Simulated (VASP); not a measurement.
# ZnCdF4 (P4/mmm) in VASP: further runs, part 2 of 2

VASP 6.6.1. The steps go on from the part before.

## 5. Single point, PBE

This run uses another cell than the first one, of 15.53 Å³/atom, 1.003 times its volume.

INCAR reads:

```
ALGO = Normal
EDIFF = 1E-6
ENCUT = 520
GGA = PE
ISIF = 2
ISMEAR = 0
LASPH = T
LCHARG = T
LELF = T
LREAL = F
LVHAR = T
LWAVE = F
NBANDS = 35
NELM = 100
PREC = Accurate
SIGMA = 0.1
```

KPOINTS reads:

```
k-points
0
Gamma
  4 4 4
```

POSCAR reads:

```
ZnCdF4
1.0
    3.6935227601      0.0000000000      0.0000000000
    0.0000000000      3.6935227601      0.0000000000
    0.0000000000      0.0000000000      6.8291878657
Zn Cd F
1 1 4
Direct
    0.0000000000      0.0000000000      0.0000000000
    0.5000000000      0.5000000000      0.5000000000
    0.0000000000      0.0000000000      0.6737842242
    0.5000000000      0.0000000000      0.0000000000
    0.0000000000      0.5000000000      0.0000000000
    0.0000000000      0.0000000000      0.3262157758
```

Potentials or basis: VASP PAW PBE potentials, release 64 (Zn, Cd, F).

On the command line:

```console
> cat potpaw_PBE.64/Zn/POTCAR potpaw_PBE.64/Cd/POTCAR potpaw_PBE.64/F/POTCAR > POTCAR
> mpirun -np 1 vasp_std > vasp.out
```

OUTCAR:

```text
EDIFF = 1E-6
   ENCUT = 520
   GGA = PE
   ISIF = 2
   ISMEAR = 0
   LASPH = T
   LREAL = F
   NELM = 100
   PREC = Accurate

 ion  position               nearest neighbor table
   1  0.000  0.000  0.000-   4 1.85   5 1.85   5 1.85   4 1.85   3 2.23   6 2.23
   2  0.500  0.500  0.500-
   3  0.000  0.000  0.674-   1 2.23
   4  0.500  0.000  0.000-   1 1.85   1 1.85
   5  0.000  0.500  0.000-   1 1.85   1 1.85
   6  0.000  0.000  0.326-   1 2.23

  LATTYP: Found a simple tetragonal cell.
 ALAT       =     3.6935227601
 C/A-ratio  =     1.8489632552

  Lattice vectors:

 A1 = (   3.6935227601,   0.0000000000,   0.0000000000)
 A2 = (   0.0000000000,   3.6935227601,   0.0000000000)
 A3 = (   0.0000000000,   0.0000000000,   6.8291878657)

Analysis of symmetry for initial positions (statically):
=====================================================================
 Subroutine PRICEL returns:
 Original cell was already a primitive cell.

 Routine SETGRP: Setting up the symmetry group for a
 simple tetragonal supercell.

 Subroutine GETGRP returns: Found 16 space group operations
 (whereof 16 operations were pure point group operations)
 out of a pool of 16 trial point group operations.

The static configuration has the point symmetry D_4h.

Analysis of symmetry for dynamics (positions and initial velocities):
=====================================================================
 Subroutine PRICEL returns:
 Original cell was already a primitive cell.

 Routine SETGRP: Setting up the symmetry group for a
 simple tetragonal supercell.

 Subroutine GETGRP returns: Found 16 space group operations
 (whereof 16 operations were pure point group operations)
 out of a pool of 16 trial point group operations.

The dynamic configuration has the point symmetry D_4h.

[... 116 lines left out ...]
   IALGO  =     38    algorithm
   IMIX   =      4    mixing-type and parameters
     AMIX     =   0.40;   BMIX     =  1.00
     AMIX_MAG =   1.60;   BMIX_MAG =  1.00
  volume/ion in A,a.u.               =      15.53       104.78
  Fermi-wavevector in a.u.,A,eV,Ry     =   1.347904  2.547170 24.719692  1.816846
  Thomas-Fermi vector in A             =   2.475617
   LORBIT       =      0    0 simple, 1 ext, 2 COOP (PROOUT), +10 PAW based schemes
   GGA     = PE    functional components
   LHFCALC =     F    Hartree Fock is set to
   AEXX    =    0.0000 exact exchange contribution
   IVDW    =     0    specifies the selected vdW correction
   LEPSILON=     F    determine dielectric tensor
   LRPA    =     F    only Hartree local field effects (RPA)
 non-spin polarized calculation
 Gauss-broadening in eV      SIGMA  =   0.10
  energy-cutoff  :      520.00
  volume of cell :       93.16
 maximum number of plane-waves:      2538
 NGX is ok and might be reduce to    28
   NGX = 13   NGY = 13   NGZ = 25

 number of electron      51.9999988 magnetization

 Free energy of the ion-electron system (eV)
  ---------------------------------------------------
  ext. energy  EPLUGINS =         0.00000000
  ---------------------------------------------------
  free energy    TOTEN  =       -19.07940236 eV

  energy without entropy =      -19.06135938  energy(sigma->0) =      -19.07038087

 E-fermi :  -0.9627     XC(G=0):  -9.1658

 val. band max:       -0.9972895526   @ k =   0.5000   0.2500   0.5000
 cond. band min:      -0.9280813957   @ k =   0.2500   0.0000   0.0000
 fundamental gap:      0.0692081569
 Fermi energy:        -0.9627149636

 k-point     1 :       0.0000    0.0000    0.0000
  band No.  band energies     occupation
      1     -23.2389      2.00000
      2     -22.4308      2.00000
      3     -22.3865      2.00000
      4     -22.0818      2.00000
      5      -9.4944      2.00000
      6      -9.4126      2.00000
[... 673 lines left out ...]
     34      10.0260      0.00000
     35      11.7399      0.00000

------------------------ aborting loop because EDIFF is reached ----------------------------------------

  FORCE on cell =-STRESS in cart. coord.  units (eV):
  Direction    XX          YY          ZZ          XY          YZ          ZX
  --------------------------------------------------------------------------------------
  -------------------------------------------------------------------------------------
  Total        0.3635400      0.3635400      0.0286631      0.0000000      0.0000000      0.0000000
  in kB        6.2519027      6.2519027      0.4929279      0.0000000      0.0000000      0.0000000
  external PRESSURE =       4.3322444 kB  Pullay stress =       0.0000000 kB

 VOLUME and BASIS-vectors are now :
 -----------------------------------------------------------------------------
  energy-cutoff  :      520.00
  volume of cell :       93.16
      direct lattice vectors                 reciprocal lattice vectors
     3.693522760  0.000000000  0.000000000     0.270744237  0.000000000  0.000000000
     0.000000000  3.693522760  0.000000000     0.000000000  0.270744237  0.000000000
     0.000000000  0.000000000  6.829187866     0.000000000  0.000000000  0.146430296

 POSITION                                       TOTAL-FORCE (eV/Angst)
 -----------------------------------------------------------------------------------
      0.00000      0.00000      0.00000        -0.000000     -0.000000     -0.000000
      1.84676      1.84676      3.41459        -0.000000     -0.000000     -0.000000
      0.00000      0.00000      4.60140        -0.000000      0.000000     -0.001693
      1.84676      0.00000      0.00000        -0.000000     -0.000000     -0.000000
      0.00000      1.84676      0.00000        -0.000000     -0.000000     -0.000000
      0.00000      0.00000      2.22779         0.000000     -0.000000      0.001693
 -----------------------------------------------------------------------------------
    total drift:                               -0.000000      0.000000     -0.000000

  FREE ENERGIE OF THE ION-ELECTRON SYSTEM (eV)
  ---------------------------------------------------
  free  energy   TOTEN  =       -19.0794023631 eV

  energy  without entropy=      -19.0613593796  energy(sigma->0) =      -19.07038087
```

Wall time 33 s (1 thread of Intel Xeon 6975P-C (Granite Rapids), shared host); peak memory 0.22 GiB.

What came out:

| Quantity | Value |
| --- | --- |
| Free energy | -19.0794 eV |
| Pressure | 0.4 GPa |
| Band gap on the k mesh | zero (band 26 reaches -0.14 eV, above the bottom of band 27 at -2.06 eV) |

Caveat: the k points lie up to 0.43 Å⁻¹ apart.

## 6. Relaxation of cell and atoms, PBE

This run uses another cell than the first one, of 14.74 Å³/atom, 0.952 times its volume.

INCAR reads:

```
  PREC = Accurate
  ENCUT = 600
  EDIFF = 1E-6
  ISMEAR = 0
  SIGMA = 0.1
  LREAL = False
  LASPH = True
  NELM = 100
  ALGO = Normal
  ISIF = 3
  LWAVE = False
  LCHARG = False
  GGA = PE
  IBRION = 2
  NSW = 90
  EDIFFG = -0.04
```

KPOINTS reads:

```
Automatic mesh
0
Gamma
  4 4 4
```

POSCAR reads:

```
ZnCdF4
1.0
    3.7620000000      0.0000000000      0.0000000000
    0.0000000000      3.7620000000      0.0000000000
    0.0000000000      0.0000000000      6.2494897400
Zn Cd F
1 1 4
Direct
    0.0000000000      0.0000000000      0.0000000000
    0.5000000000      0.5000000000      0.5000000000
    0.0000000000      0.0000000000      0.6959751800
    0.5000000000      0.0000000000      0.0000000000
    0.0000000000      0.5000000000      0.0000000000
    0.0000000000      0.0000000000      0.3040248200
```

Potentials or basis: VASP PAW PBE potentials, release 64 (Zn, Cd, F).

On the command line:

```console
> cat potpaw_PBE.64/Zn/POTCAR potpaw_PBE.64/Cd/POTCAR potpaw_PBE.64/F/POTCAR > POTCAR
> mpirun -np 1 vasp_std > vasp.out
```

OUTCAR:

```text
PREC = Accurate
   ENCUT = 600
   EDIFF = 1E-6
   ISMEAR = 0
   LREAL = False
   LASPH = True
   NELM = 100
   ISIF = 3
   GGA = PE
   IBRION = 2
   NSW = 90
   EDIFFG = -0.04

 ion  position               nearest neighbor table
   1  0.000  0.000  0.000-   4 1.88   5 1.88   5 1.88   4 1.88   3 1.90   6 1.90
   2  0.500  0.500  0.500-
   3  0.000  0.000  0.696-   1 1.90
   4  0.500  0.000  0.000-   1 1.88   1 1.88
   5  0.000  0.500  0.000-   1 1.88   1 1.88
   6  0.000  0.000  0.304-   1 1.90

  LATTYP: Found a simple tetragonal cell.
 ALAT       =     3.7620000000
 C/A-ratio  =     1.6612147103

  Lattice vectors:

 A1 = (   3.7620000000,   0.0000000000,   0.0000000000)
 A2 = (   0.0000000000,   3.7620000000,   0.0000000000)
 A3 = (   0.0000000000,   0.0000000000,   6.2494897400)

Analysis of symmetry for initial positions (statically):
=====================================================================
 Subroutine PRICEL returns:
 Original cell was already a primitive cell.

 Routine SETGRP: Setting up the symmetry group for a
 simple tetragonal supercell.

[... 167 lines left out ...]

  energy without entropy =      -18.64912001  energy(sigma->0) =      -18.66009979

------------------------ aborting loop because EDIFF is reached ----------------------------------------

  FORCE on cell =-STRESS in cart. coord.  units (eV):
  Direction    XX          YY          ZZ          XY          YZ          ZX
  --------------------------------------------------------------------------------------
  -------------------------------------------------------------------------------------
  Total        1.2472381      1.2472381      5.5302379      0.0000000     -0.0000000     -0.0000000
  in kB       22.5932031     22.5932031    100.1779772      0.0000000     -0.0000000     -0.0000000
  external PRESSURE =      48.4547945 kB  Pullay stress =       0.0000000 kB
[... 101 lines left out ...]
  FREE ENERGIE OF THE ION-ELECTRON SYSTEM (eV)
  ---------------------------------------------------
  free  energy   TOTEN  =       -19.0004470485 eV

  energy  without entropy=      -18.9840547662  energy(sigma->0) =      -18.99225091

[... ionic steps 4 to 7 ...]

--------------------------------------- Ionic step        8  -------------------------------------------

 number of electron      52.0000002 magnetization

------------------------ aborting loop because EDIFF is reached ----------------------------------------
[... 75 lines left out ...]
--------------------------------------- Ionic step       10  -------------------------------------------

 number of electron      51.9999982 magnetization

 Free energy of the ion-electron system (eV)
  ---------------------------------------------------
  ext. energy  EPLUGINS =         0.00000000
  ---------------------------------------------------
  free energy    TOTEN  =       -19.07708825 eV

  energy without entropy =      -19.05902879  energy(sigma->0) =      -19.06805852

 E-fermi :  -0.9618     XC(G=0):  -9.1786

 val. band max:       -0.9924710960   @ k =   0.5000   0.2500   0.5000
 cond. band min:      -0.9290670512   @ k =   0.2500   0.0000   0.0000
 fundamental gap:      0.0634040447
 Fermi energy:        -0.9618122808

 k-point     1 :       0.0000    0.0000    0.0000
  band No.  band energies     occupation
      1     -23.1969      2.00000
      2     -22.4286      2.00000
      3     -22.3498      2.00000
      4     -22.0804      2.00000
      5      -9.4906      2.00000
      6      -9.4097      2.00000
[... 634 lines left out ...]
  FREE ENERGIE OF THE ION-ELECTRON SYSTEM (eV)
  ---------------------------------------------------
  free  energy   TOTEN  =       -19.0770882541 eV

  energy  without entropy=      -19.0590287910  energy(sigma->0) =      -19.06805852

 reached required accuracy - stopping structural energy minimisation
```

CONTCAR:

```text
ZnCdF4
   1.00000000000000
     3.7024446711753458   -0.0000000000000000   -0.0000000000000000
    -0.0000000000000000    3.7024446711753458    0.0000000000000000
    -0.0000000000000000    0.0000000000000000    6.7828005908400364
  Zn              Cd              F
     1     1     4
Direct
     0.0000000000000000    0.0000000000000000    0.0000000000000000
     0.5000000000000000    0.5000000000000000    0.5000000000000000
     0.0000000000000000    0.0000000000000000    0.6744574199239615
     0.5000000000000000    0.0000000000000000    0.0000000000000000
     0.0000000000000000    0.5000000000000000    0.0000000000000000
     0.0000000000000000    0.0000000000000000    0.3255425800760384

  0.00000000E+00  0.00000000E+00  0.00000000E+00
  0.00000000E+00  0.00000000E+00  0.00000000E+00
  0.00000000E+00  0.00000000E+00  0.00000000E+00
  0.00000000E+00  0.00000000E+00  0.00000000E+00
  0.00000000E+00  0.00000000E+00  0.00000000E+00
  0.00000000E+00  0.00000000E+00  0.00000000E+00
```

Run time: 3.4 min. Hardware: 1 thread of Intel Xeon 6975P-C (Granite Rapids), shared host; peak memory 0.24 GiB.

Results:

- Free energy: -19.0771 eV
- Relaxed volume: 15.50 Å³/atom
- Relaxed cell: a = 3.702 Å, b = 3.702 Å, c = 6.783 Å, α = 90.00°, β = 90.00°, γ = 90.00°
- Space group after relaxing (to 0.05 Å): P4/mmm (No. 123)
- Energy gained by relaxing: 67.7 meV/atom
- Ionic steps: 10
- Pressure after relaxing: 0.3 GPa
- Largest force after relaxing: 0.009 eV/Å
- Band gap on the k mesh: zero (band 26 reaches -0.15 eV, above the bottom of band 27 at -2.06 eV)

Forces on the atoms (eV/Å):
```
Zn   0.000  0.000  0.000
Cd   0.000  0.000  0.000
F    0.000  0.000 -0.009
F    0.000  0.000  0.000
F    0.000  0.000  0.000
F    0.000  0.000  0.009
```

Stress tensor (GPa, compression positive):
```
0.26 0.00 0.00
0.00 0.26 0.00
0.00 0.00 0.39
```

The path:
```
step  energy change (eV)  largest force (eV/Å)  pressure (GPa)  volume (Å³)
   1              0.0000                2.0010            4.85        88.45
   2             -0.3259                0.2306           -1.46        94.24
   3             -0.3294                0.0534           -2.06        95.06
   4             -0.3889                0.0040           -0.28        92.98
   5             -0.3984                0.0191            0.82        91.91
   6             -0.3984                0.0213            0.77        91.83
   7             -0.3983                0.0246            1.06        91.66
   8             -0.3984                0.0223            0.92        91.76
   9             -0.4050                0.0005            0.27        92.68
  10             -0.4060                0.0093            0.30        92.98
```

Final structure:
```yaml
crystal:
  lattice:
    - [3.70244, 0.00000, 0.00000]
    - [0.00000, 3.70244, 0.00000]
    - [0.00000, 0.00000, 6.78280]
  atoms:
    - { symbol: Zn, position: [0.00000, 0.00000, 0.00000] }
    - { symbol: Cd, position: [0.50000, 0.50000, 0.50000] }
    - { symbol: F, position: [0.00000, 0.00000, 0.67446] }
    - { symbol: F, position: [0.50000, 0.00000, 0.00000] }
    - { symbol: F, position: [0.00000, 0.50000, 0.00000] }
    - { symbol: F, position: [0.00000, 0.00000, 0.32554] }
```

Levels at points of the mesh, in eV from the Fermi level:
```tsv
k point	band 23	band 24	band 25	band 26	band 27	band 28	band 29	band 30
(0.00, 0.00, 0.00)	-2.18	-1.91	-1.91	-1.61	-1.10	4.70	6.06	9.69
(0.50, 0.00, 0.00)	-1.68	-1.60	-1.50	-1.07	1.29	3.91	6.34	9.02
(0.50, 0.50, 0.00)	-1.58	-1.58	-1.18	0.81	1.01	5.49	5.49	6.23
(0.00, 0.00, 0.50)	-2.18	-1.91	-1.91	-1.59	-0.68	3.80	7.15	9.68
(0.50, 0.00, 0.50)	-2.29	-1.63	-1.50	-0.48	1.30	4.02	6.11	8.44
(0.50, 0.50, 0.50)	-1.61	-1.18	-0.79	0.81	0.95	5.50	5.50	6.47
```

Caveat: the k points lie up to 0.42 Å⁻¹ apart in the final cell.

## 7. The runs side by side

```csv
task,cell,k mesh,cutoff (eV),gap on the mesh (eV),pressure (GPa),relaxed volume (Å³/atom),largest force (eV/Å)
single point,"a = 3.686, b = 3.686, c = 6.839 Å, 6 atoms",6 × 6 × 4,520,none,0.3,-,0.02
relaxation of cell and atoms,"relaxed from a = 3.694, b = 3.694, c = 6.829 Å, 6 atoms",6 × 6 × 4,600,none,0.0,15.50,0.03
single point,"a = 3.762, b = 3.762, c = 6.249 Å, 6 atoms",4 × 4 × 4,520,none,4.9,-,2.00
single point,"a = 3.694, b = 3.694, c = 6.829 Å, 6 atoms",4 × 4 × 4,520,none,0.4,-,-
relaxation of cell and atoms,"relaxed from a = 3.762, b = 3.762, c = 6.249 Å, 6 atoms",4 × 4 × 4,600,none,0.3,15.50,0.01
```

Alike in all rows: level PBE; potentials or basis VASP PAW PBE potentials, release 64 (Zn, Cd, F); no spin polarisation; smearing gaussian 0.1 eV.

Caveats: some runs use coarse meshes; forces of over 1 eV/Å act on the atoms, so gaps and moduli don't describe the material at rest (some runs).

Total energies depend on the potentials used, so only differences within one code and one set of settings carry meaning.
